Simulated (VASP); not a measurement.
Wanted: the native input for a VASP 6.6.1 run.

```yaml
Task: single point
Functional: r2SCAN
Potentials_or_basis: VASP PAW PBE potentials, release 64 (C)
Cutoff: 520 eV
k_mesh: 10 × 10 × 2
Occupations: gaussian, width 0.05 eV
Spin: no spin polarisation
Dipole_correction: no
Further_INCAR_settings: ALGO = Normal; EDIFF = 1e-06; NBANDS = 36
```

C:

```xyz
12
Lattice="1.7801 -1.7801 0.0000 1.7801 0.0000 -1.7801 7.4173 7.1206 6.8239" Properties=species:S:1:pos:R:3 pbc="T T T"
C     4.3022    0.7420    0.7420
C     0.7420    0.7420    0.7420
C     4.3022    2.5221    2.5221
C     7.8625    4.3022    4.3022
C     7.8625    2.5221    2.5221
C     7.8625    6.0824    6.0824
C     5.1923    1.6320    1.6320
C     5.1923   -0.1481   -0.1481
C     5.1923    3.4122    3.4122
C     8.7526    5.1923    5.1923
C     5.1923    5.1923    5.1923
C     1.6320   -0.1481   -0.1481
```

This cell differs from its parent crystal: the part above a cut slid along it.

These files were run (other wordings do the same):

POSCAR

```
C
1.0
    1.7801417073     -1.7801417073      0.0000000000
    1.7801417073      0.0000000000     -1.7801417073
    7.4172571138      7.1205668293      6.8238765448
C
12
Direct
    0.6666666667      0.6215222222      0.2708666667
    0.0000000000     -0.0173666667      0.1042000000
    0.3333333333      0.2604111111      0.4375333333
    0.6666666667      0.5381888889      0.7708666667
    1.0000000000      0.8993000000      0.6042000000
    0.3333333333      0.1770777778      0.9375333333
    0.6666666667      0.6006888889      0.3958666667
    1.0000000000      0.9618000000      0.2292000000
    0.3333333333      0.2395777778      0.5625333333
    0.6666666667      0.5173555556      0.8958666667
    0.0000000000     -0.1215333333      0.7292000000
    0.3333333333      0.3229111111      0.0625333333
```

INCAR.step1

```
ALGO = Normal
EDIFF = 1E-4
ENCUT = 520
GGA = PE
ISMEAR = 0
LASPH = True
LCHARG = False
LREAL = False
LWAVE = True
NBANDS = 36
NELM = 80
PREC = Accurate
SIGMA = 0.05
```

INCAR.step2

```
ALGO = Normal
EDIFF = 1E-6
ENCUT = 520
ISIF = 2
ISMEAR = 0
ISTART = 1
LASPH = True
LCHARG = False
LMIXTAU = True
LREAL = False
LWAVE = False
METAGGA = R2SCAN
NBANDS = 36
NELM = 80
PREC = Accurate
SIGMA = 0.05
```

KPOINTS

```
k-points
0
Gamma
  10 10 2
```

Potentials or basis: VASP PAW PBE potentials, release 64 (C).

Command:

```console
$ cat potpaw_PBE.64/C/POTCAR > POTCAR
$ cp INCAR.step1 INCAR
$ mpirun -np 1 vasp_std > vasp.out
$ cp INCAR.step2 INCAR
$ mpirun -np 1 vasp_std > vasp.out
```

It gave:

```yaml
Pressure: 1.2 GPa
Largest_force: 3.199 eV/Å
Band_gap_on_the_k_mesh: 3.24 eV (least direct gap 5.15 eV)
```

Caveat: the cell differs from its parent crystal (the part above a cut slid along it); the stress differs along the axes, from -13 to 13 GPa; the PAW data sets were made with another functional, which shifts forces and pressure a little.

Wall time 8.8 min on 1 thread of AMD EPYC 9R45 96-Core Processor (Zen 5), on a shared host, peak memory 0.26 GiB.
